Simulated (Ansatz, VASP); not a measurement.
# Ca in VASP and in Ansatz

Contents of POSCAR:

```
Ca
1.0
    3.7722586219      0.0000000000      0.0000000000
   -1.8861293110      3.2668717962      0.0000000000
    0.0000000000      0.0000000000      6.2042783867
Ca
2
Direct
    0.3333333333      0.6666666667      0.2500000000
    0.6666666667      0.3333333333      0.7500000000
```

Contents of INCAR.step1:

```
PREC = Accurate ; ENCUT = 520
ISMEAR = -1 ; SIGMA = 0.1
LREAL = False ; LASPH = True
NELM = 80 ; NBANDS = 17
GGA = PE ; ALGO = Normal
EDIFF = 1E-4 ; LWAVE = True
LCHARG = False
```

File INCAR.step2:

```
PREC = Accurate ; ENCUT = 520
EDIFF = 1E-6 ; ISMEAR = -1
SIGMA = 0.1 ; LREAL = False
LASPH = True ; NELM = 80
ALGO = Normal ; ISIF = 2
LWAVE = False ; LCHARG = False
METAGGA = R2SCAN ; LMIXTAU = True
NBANDS = 17 ; ISTART = 1
```

KPOINTS

```
Automatic mesh
0
Gamma
  10 10 6
```

Input for Ansatz:

```yaml
crystal:
  lattice:
    - [3.7722586219, 0.0, 0.0]
    - [-1.886129311, 3.2668717962, 0.0]
    - [0.0, 0.0, 6.2042783867]
  atoms:
    - { symbol: Ca, position: [0.3333333333, 0.6666666667, 0.25] }
    - { symbol: Ca, position: [0.6666666667, 0.3333333333, 0.75] }
hamiltonian:
  xc: r2scan
  pseudopotentials:
    kind: paw
    azcp:
      Ca: "pseudopotentials/Ca.paw.azcp"
basis:
  ecutwfc: 500
  fft_grid_basis: typed
kpoints:
  mp_grid: { grid: [10, 10, 6], shift: [0, 0, 0] }
magnetization:
  spin_polarized: false
scf:
  occupations: { method: fermi_dirac, width: 0.1 }
  lower_state_search: "off"
output:
  stress: true
```

Alike in both runs: task single point; functional r2SCAN; k mesh 10 × 10 × 6; occupations fermi-dirac, width 0.1 eV; no spin polarisation.

|  | VASP | Ansatz |
| --- | --- | --- |
| version | VASP 6.6.1 | Ansatz 0.2.0 |
| potentials or method | VASP PAW PBE potentials, release 64 (Ca_sv), cutoff 520 eV | plane waves (500 eV) with PAW, scalar-relativistic |
| valence electrons in the cell | 20 | 20 |

|  | VASP | Ansatz | Ansatz less VASP |
| --- | --- | --- | --- |
| pressure (GPa) | 2.9 | 2.8 | -0.07 |
| traceless stress, the component that is largest in VASP (GPa) | 0.23 | 0.22 | -0.011 |

VASP's potentials were made for PBE, not for r2SCAN.
